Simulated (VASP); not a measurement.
# Cu (P6_3/mmc) in VASP: notebook

The runs below take Cu through relaxation of cell and atoms, with PBE.

Everything below comes from runs of VASP 6.6.1. Logs are shortened: lines on timing, memory, paths and dates and some standing lists are left out, and cuts for length are marked.

## 1. The cell of the first run

Symmetry: P6_3/mmc, No. 194, hexagonal system. The conventional cell has a = 2.483 Å, b = 2.483 Å, c = 4.023 Å, α = 90.00°, β = 90.00°, γ = 120.00°. Within 3.3 Å of Cu (site symmetry -6m2) lie 12 Cu at 2.47 to 2.48 Å.

This isn't the form of Cu at room conditions, which is fcc.

## 2. Relaxation of cell and atoms, PBE, target pressure 20 GPa, at which the enthalpy is minimised

The input, INCAR:

```
SYSTEM = Cu
PREC     = Accurate       ! precision mode
ENCUT    = 600            ! plane-wave cutoff, eV
EDIFF    = 1E-6           ! SCF threshold, eV
ISMEAR   = -1             ! smearing method
SIGMA    = 0.1            ! smearing width, eV
LREAL    = .FALSE.        ! projectors in reciprocal space
LASPH    = .TRUE.         ! aspherical terms in the spheres
NELM     = 80             ! most SCF steps
ALGO     = Normal         ! electronic algorithm
ISIF     = 3              ! what is computed and relaxed
LWAVE    = .FALSE.        ! write WAVECAR
LCHARG   = .FALSE.        ! write CHGCAR
GGA      = PE             ! functional
IBRION   = 2              ! ionic algorithm
NSW      = 60             ! ionic steps
EDIFFG   = -0.005         ! ionic threshold
PSTRESS  = 200.0
```

The input, KPOINTS:

```
regular mesh
0
G
  18 18 10
  0 0 0
```

The input, POSCAR:

```
Cu
1.0
    2.4833464703      0.0000000000      0.0000000000
   -1.2416732352      2.1506411297      0.0000000000
    0.0000000000      0.0000000000      4.0230212819
Cu
2
Direct
    0.3333333333      0.6666666667      0.2500000000
    0.6666666667      0.3333333333      0.7500000000
```

Potentials or basis: VASP PAW PBE potentials, release 64 (Cu).

On the command line:

```sh
$ cat potpaw_PBE.64/Cu/POTCAR > POTCAR
$ mpirun -np 1 vasp_std > vasp.out
```

OUTCAR:

```text
SYSTEM = Cu
   PREC = Accurate
   ENCUT = 600
   EDIFF = 1E-6
   ISMEAR = -1
   LREAL = .FALSE.
   LASPH = .TRUE.
   NELM = 80
   ISIF = 3
   GGA = PE
   IBRION = 2
   NSW = 60
   EDIFFG = -0.005
   PSTRESS = 200.0

 ion  position               nearest neighbor table
   1  0.333  0.667  0.250-   2 2.47   2 2.47   2 2.47   2 2.47   2 2.47   2 2.47
   2  0.667  0.333  0.750-   1 2.47   1 2.47   1 2.47   1 2.47   1 2.47   1 2.47

  LATTYP: Found a hexagonal cell.
 ALAT       =     2.4833464703
 C/A-ratio  =     1.6200000000

  Lattice vectors:

 A1 = (   2.4833464703,   0.0000000000,   0.0000000000)
 A2 = (  -1.2416732352,   2.1506411297,   0.0000000000)
 A3 = (   0.0000000000,   0.0000000000,   4.0230212819)

Analysis of symmetry for initial positions (statically):
=====================================================================
 Subroutine PRICEL returns:
 Original cell was already a primitive cell.

 Routine SETGRP: Setting up the symmetry group for a
 hexagonal supercell.

 Subroutine GETGRP returns: Found 24 space group operations
 (whereof 12 operations were pure point group operations)
 out of a pool of 24 trial point group operations.

The static configuration has the point symmetry D_3d.
 The point group associated with its full space group is D_6h.

Analysis of symmetry for dynamics (positions and initial velocities):
=====================================================================
 Subroutine PRICEL returns:
 Original cell was already a primitive cell.

 Routine SETGRP: Setting up the symmetry group for a
 hexagonal supercell.

 Subroutine GETGRP returns: Found 24 space group operations
 (whereof 12 operations were pure point group operations)
 out of a pool of 24 trial point group operations.

The dynamic configuration has the point symmetry D_3d.
 The point group associated with its full space group is D_6h.

 Subroutine INISYM returns: Found 24 space group operations
 (whereof 12 operations are pure point group operations),
 and found     1 'primitive' translations

----------------------------------------------------------------------------------------

                                     Primitive cell

  volume of cell :      21.4861

  direct lattice vectors                    reciprocal lattice vectors
     2.483346470  0.000000000  0.000000000     0.402682434  0.232488811  0.000000000
    -1.241673235  2.150641130  0.000000000     0.000000000  0.464977623  0.000000000
     0.000000000  0.000000000  4.023021282     0.000000000  0.000000000  0.248569403

  length of vectors
     2.483346470  2.483346470  4.023021282     0.464977623  0.464977623  0.248569403

  position of ions in fractional coordinates (direct lattice)
     0.333333333  0.666666667  0.250000000
     0.666666667  0.333333333  0.750000000

  ion indices of the primitive-cell ions
   primitive index   ion index
                 1           1
                 2           2

----------------------------------------------------------------------------------------

 KPOINTS: regular mesh

Automatic generation of k-mesh.
 Grid dimensions read from file:
 generate k-points for:   18   18   10

 Generating k-lattice:

  Cartesian coordinates                     Fractional coordinates (reciprocal lattice)
     0.022371246  0.012916045  0.000000000     0.055555556 -0.000000000  0.000000000
     0.000000000  0.025832090  0.000000000     0.000000000  0.055555556  0.000000000
     0.000000000  0.000000000  0.024856940     0.000000000  0.000000000  0.100000000

  Length of vectors
     0.025832090  0.025832090  0.024856940

  Shift w.r.t. Gamma in fractional coordinates (k-lattice)
     0.000000000  0.000000000  0.000000000

 Subroutine IBZKPT returns following result:
 ===========================================

 Found    222 irreducible k-points:

 Following reciprocal coordinates:
            Coordinates               Weight
  0.000000  0.000000  0.000000      1.000000
  0.055556  0.000000  0.000000      6.000000
  0.111111  0.000000  0.000000      6.000000
  0.166667  0.000000  0.000000      6.000000
  0.222222  0.000000  0.000000      6.000000
  0.277778  0.000000  0.000000      6.000000
[... 16 lines left out ...]
  0.333333  0.111111  0.000000     12.000000
  0.388889  0.111111  0.000000     12.000000
 [... further k-points ...]
   k-points           NKPTS =    222   k-points in BZ     NKDIM =    222   number of bands    NBANDS=     15
   number of dos      NEDOS =    301   number of ions     NIONS =      2
   total plane-waves  NPLWV =  12800
   dimension x,y,z NGX =    20 NGY =   20 NGZ =   32
   dimension x,y,z NGXF=    40 NGYF=   40 NGZF=   64
   ions per type =               2
   NGX,Y,Z   is equivalent  to a cutoff of  13.39, 13.39, 13.22 a.u.
   NGXF,Y,Z  is equivalent  to a cutoff of  26.78, 26.78, 26.45 a.u.
 SYSTEM =  Cu
   PREC   = accura    normal or accurate (medium, high low for compatibility)
   ISTART =      0    job   : 0-new  1-cont  2-samecut
   ICHARG =      2    charge: 1-file 2-atom 10-const
   ISPIN  =      1    spin polarized calculation?
   LNONCOLLINEAR =      F non collinear calculations
   LSORBIT =      F    spin-orbit coupling
   LASPH  =      T    aspherical Exc in radial PAW
   ENCUT  =  600.0 eV  44.10 Ry    6.64 a.u.   4.96  4.96  8.03*2*pi/ulx,y,z
   NELM   =     80;   NELMIN=  2; NELMDL= -5     # of ELM steps
   EDIFF  = 0.1E-05   stopping-criterion for ELM
   LREAL  =      F    real-space projection
   EDIFFG = -.5E-02   stopping-criterion for IOM
   NSW    =     60    number of steps for IOM
   IBRION =      2    ionic relax: 0-MD 1-quasi-New 2-CG
   NFREE  =      1    steps in history (QN), initial steepest desc. (CG)
   ISIF   =      3    stress and relaxation
   ISYM   =      2    0-nonsym 1-usesym 2-fastsym
   POTIM  = 0.5000    time-step for ionic-motion
   TEBEG  =    0.0;   TEEND  =   0.0 temperature during run
   PSTRESS=  200.0 pullay stress
   NELECT =      22.0000    total number of electrons
   NUPDOWN=      -1.0000    fix difference up-down
   EMIN   =  10.00;   EMAX   =-10.00  energy-range for DOS
   EFERMI =   0.00;   METHOD = LEGACY
   ISMEAR =    -1;   SIGMA  =   0.10  broadening in eV -4-tet -1-fermi 0-gaus
   EFERMI_NEDOS =   21; number of points for ismear=-14 and -15
   IALGO  =     38    algorithm
   IMIX   =      4    mixing-type and parameters
     AMIX     =   0.40;   BMIX     =  1.00
     AMIX_MAG =   1.60;   BMIX_MAG =  1.00
  volume/ion in A,a.u.               =      10.74        72.50
  Fermi-wavevector in a.u.,A,eV,Ry     =   1.650048  3.118138 37.044008  2.722658
  Thomas-Fermi vector in A             =   2.739064
   LORBIT       =      0    0 simple, 1 ext, 2 COOP (PROOUT), +10 PAW based schemes
   GGA     = PE    functional components
   LHFCALC =     F    Hartree Fock is set to
   AEXX    =    0.0000 exact exchange contribution
   IVDW    =     0    specifies the selected vdW correction
   LEPSILON=     F    determine dielectric tensor
   LRPA    =     F    only Hartree local field effects (RPA)
 conjugate gradient relaxation of ions
 non-spin polarized calculation
  energy-cutoff  :      600.00
  volume of cell :       21.49
 maximum number of plane-waves:       756
 NGX is ok and might be reduce to    20
   NGX =  9   NGY =  9   NGZ = 17

--------------------------------------- Ionic step        1  -------------------------------------------

 number of electron      22.0000000 magnetization

 Free energy of the ion-electron system (eV)
  ---------------------------------------------------
  ext. energy  EPLUGINS =         0.00000000
  ---------------------------------------------------
  free energy    TOTEN  =        -7.30025330 eV

  energy without entropy =       -7.27742451  energy(sigma->0) =       -7.28883891

------------------------ aborting loop because EDIFF is reached ----------------------------------------

  FORCE on cell =-STRESS in cart. coord.  units (eV):
  Direction    XX          YY          ZZ          XY          YZ          ZX
  --------------------------------------------------------------------------------------
  -------------------------------------------------------------------------------------
  Total        2.6635965      2.6635965      3.0021496     -0.0000000     -0.0000000     -0.0000000
  in kB      198.6192936    198.6192936    223.8645476     -0.0000000     -0.0000000     -0.0000000
  external PRESSURE =       7.0343782 kB  Pullay stress =     200.0000000 kB
[... 93 lines left out ...]
  FREE ENERGIE OF THE ION-ELECTRON SYSTEM (eV)
  ---------------------------------------------------
  free  energy   TOTEN  =        -7.3154209947 eV

  energy  without entropy=       -7.2920649034  energy(sigma->0) =       -7.30374295

  enthalpy is  TOTEN    =        -4.6190556978 eV   P V=        2.6963652969

[... ionic steps 4 to 7 ...]

--------------------------------------- Ionic step        8  -------------------------------------------

 number of electron      21.9999992 magnetization

------------------------ aborting loop because EDIFF is reached ----------------------------------------

  FORCE on cell =-STRESS in cart. coord.  units (eV):
  Direction    XX          YY          ZZ          XY          YZ          ZX
  --------------------------------------------------------------------------------------
  -------------------------------------------------------------------------------------
  Total        2.6875611      2.6875611      2.6581327     -0.0000000      0.0000000      0.0000000
  in kB      199.8596493    199.8596493    197.6712127     -0.0000000      0.0000000      0.0000000
  external PRESSURE =      -0.8698295 kB  Pullay stress =     200.0000000 kB
[... 61 lines left out ...]
  enthalpy is  TOTEN    =        -4.6193762315 eV   P V=        2.6875679261

--------------------------------------- Ionic step       10  -------------------------------------------

 number of electron      21.9999993 magnetization

 Free energy of the ion-electron system (eV)
  ---------------------------------------------------
  ext. energy  EPLUGINS =         0.00000000
  ---------------------------------------------------
  free energy    TOTEN  =        -7.30731594 eV

  energy without entropy =       -7.28367813  energy(sigma->0) =       -7.29549703

 E-fermi :   8.7605     XC(G=0): -13.2727

 val. band max:        8.7458801706   @ k =   0.2222   0.2222   0.5000
 cond. band min:       8.7869035974   @ k =   0.5000   0.0000   0.0000
 fundamental gap:      0.0410234269
 Fermi energy:         8.7604681271

 k-point     1 :       0.0000    0.0000    0.0000
  band No.  band energies     occupation
      1      -1.2894      2.00000
      2       3.1536      2.00000
      3       5.4431      2.00000
      4       5.5206      2.00000
      5       5.5206      2.00000
      6       5.7596      2.00000
      7       5.7596      2.00000
      8       6.0955      2.00000
      9       6.0955      2.00000
     10       6.9448      2.00000
     11       6.9448      2.00000
     12       7.4859      1.99999
     13      12.9989      0.00000
     14      30.9205      0.00000
     15      32.0456      0.00000
[... 397 lines left out ...]
 k-point    24 :       0.3889    0.1111    0.0000
  band No.  band energies     occupation
      1       3.4902      2.00000
      2       3.8894      2.00000
      3       4.0242      2.00000
      4       5.0981      2.00000
      5       5.3716      2.00000
      6       5.5452      2.00000
      7       5.7927      2.00000
      8       6.9165      2.00000
      9       7.0482      2.00000
     10       7.0613      2.00000
     11       8.5435      1.79494
     12      11.8497      0.00000
     13      16.6296      0.00000
     14      17.2099      0.00000
     15      19.9962      0.00000

 [... further k-points ...]

------------------------ aborting loop because EDIFF is reached ----------------------------------------

  FORCE on cell =-STRESS in cart. coord.  units (eV):
  Direction    XX          YY          ZZ          XY          YZ          ZX
  --------------------------------------------------------------------------------------
  -------------------------------------------------------------------------------------
  Total        2.6940730      2.6940730      2.6929698     -0.0000000      0.0000000      0.0000000
  in kB      200.4563489    200.4563489    200.3742581     -0.0000000      0.0000000      0.0000000
  external PRESSURE =       0.4289853 kB  Pullay stress =     200.0000000 kB
[... 17 lines left out ...]
  FREE ENERGIE OF THE ION-ELECTRON SYSTEM (eV)
  ---------------------------------------------------
  free  energy   TOTEN  =        -7.3073159427 eV

  energy  without entropy=       -7.2836781264  energy(sigma->0) =       -7.29549703

  enthalpy is  TOTEN    =        -4.6193760978 eV   P V=        2.6879398449

 reached required accuracy - stopping structural energy minimisation
```

It took 2 min on 1 thread of Intel Xeon 6975P-C (Granite Rapids), shared host; peak memory 0.2 GiB.

Results:

```
Free energy                                                : -7.3073 eV
Relaxed volume                                             : 10.77 Å³/atom
Relaxed cell                                               : a = 2.476 Å, b = 2.476 Å, c = 4.054 Å, α = 90.00°, β = 90.00°, γ = 120.00°
Space group after relaxing (to 0.1 Å)                      : P6_3/mmc (No. 194)
Energy change on relaxing (the run minimises the enthalpy) : -3.5 meV/atom
Ionic steps                                                : 10
Pressure after relaxing                                    : 20.0 GPa
Band gap on the k mesh                                     : zero (bands 11 and 12 overlap by 6.39 eV)
```

Step by step:
| step | energy change (eV) | largest force (eV/Å) | pressure (GPa) | volume (Å³) |
| --- | --- | --- | --- | --- |
| 1 | 0.0000 | 0.0000 | 20.70 | 21.49 |
| 2 | -0.0191 | 0.0000 | 18.97 | 21.63 |
| 3 | -0.0152 | 0.0000 | 19.41 | 21.60 |
| 4 | -0.0161 | 0.0000 | 19.17 | 21.61 |
| 5 | -0.0042 | 0.0000 | 20.28 | 21.51 |
| 6 | -0.0088 | 0.0000 | 19.72 | 21.55 |
| 7 | -0.0083 | 0.0000 | 19.94 | 21.54 |
| 8 | -0.0086 | 0.0000 | 19.91 | 21.54 |
| 9 | -0.0067 | 0.0000 | 20.12 | 21.53 |
| 10 | -0.0071 | 0.0000 | 20.04 | 21.53 |

Final structure:
```yaml
crystal:
  lattice:
    - [2.47650, 0.00000, 0.00000]
    - [-1.23825, 2.14471, 0.00000]
    - [0.00000, 0.00000, 4.05409]
  atoms:
    - { symbol: Cu, position: [0.33333, 0.66667, 0.25000] }
    - { symbol: Cu, position: [0.66667, 0.33333, 0.75000] }
```

Caveat: the cell is relaxed towards a set pressure, so the run minimises the enthalpy, not the energy.

## 3. Relaxation of cell and atoms, PBE, target pressure 20 GPa, at which the enthalpy is minimised

The input, INCAR:

```
PREC = Accurate
ENCUT = 600
EDIFF = 1E-6
ISMEAR = -1
SIGMA = 0.1
LREAL = F
LASPH = T
NELM = 60
ALGO = Normal
ISIF = 3
LWAVE = F
LCHARG = F
GGA = PE
IBRION = 2
NSW = 32
EDIFFG = -0.005
PSTRESS = 200.0
```

The input, KPOINTS:

```
Automatic mesh
0
Gamma
  18 18 10
```

The input, POSCAR:

```
Cu
1.0
    2.4741973372      0.0000000000      0.0000000000
   -1.2370986686      2.1427177480      0.0000000000
    0.0000000000      0.0000000000      4.0508729660
Cu
2
Direct
    0.3333333333      0.6666666667      0.2500000000
    0.6666666667      0.3333333333      0.7500000000
```

Potentials or basis: VASP PAW PBE potentials, release 64 (Cu).

On the command line:

```sh
$ cat potpaw_PBE.64/Cu/POTCAR > POTCAR
$ mpirun -np 1 vasp_std > vasp.out
```

Wall time 55 s (1 thread of Intel Xeon 6975P-C (Granite Rapids), shared host); peak memory 0.2 GiB.

It converged, with:

```yaml
Free_energy: -7.3078 eV
Relaxed_volume: 10.77 Å³/atom
Relaxed_cell: a = 2.477 Å, b = 2.477 Å, c = 4.054 Å, α = 90.00°, β = 90.00°, γ = 120.00°
Space_group_after_relaxing_to_0.1_Å: P6_3/mmc (No. 194)
Energy_change_on_relaxing_the_run_minimises_the_enthalpy: -3.9 meV/atom
Ionic_steps: 4
Pressure_after_relaxing: 20.0 GPa
Band_gap_on_the_k_mesh: zero (bands 11 and 12 overlap by 6.39 eV)
```

Step by step:
```csv
step,energy change (eV),largest force (eV/Å),pressure (GPa),volume (Å³)
1,0.0000,0.0000,20.80,21.48
2,-0.0205,0.0000,18.98,21.64
3,-0.0068,0.0000,20.07,21.53
4,-0.0077,0.0000,19.99,21.54
```

Final structure:
```
Cu
1.0
     2.47661    0.00000    0.00000
    -1.23831    2.14481    0.00000
     0.00000    0.00000    4.05444
Cu
2
Direct
  0.33333 0.66667 0.25000
  0.66667 0.33333 0.75000
```

Levels at points of the mesh, in eV from the Fermi level:
```tsv
k point	band 9	band 10	band 11	band 12	band 13	band 14
(0.00, 0.00, 0.00)	-2.66	-1.82	-1.82	-1.27	4.24	22.16
(0.50, 0.00, 0.00)	-1.66	-1.59	0.03	1.79	8.22	8.71
(0.00, 0.00, 0.50)	-2.07	-2.07	-2.07	-2.07	13.21	13.21
(0.50, 0.00, 0.50)	-1.63	-1.63	0.43	0.43	5.40	5.40
```

Caveat: the cell is relaxed towards a set pressure, so the run minimises the enthalpy, not the energy.
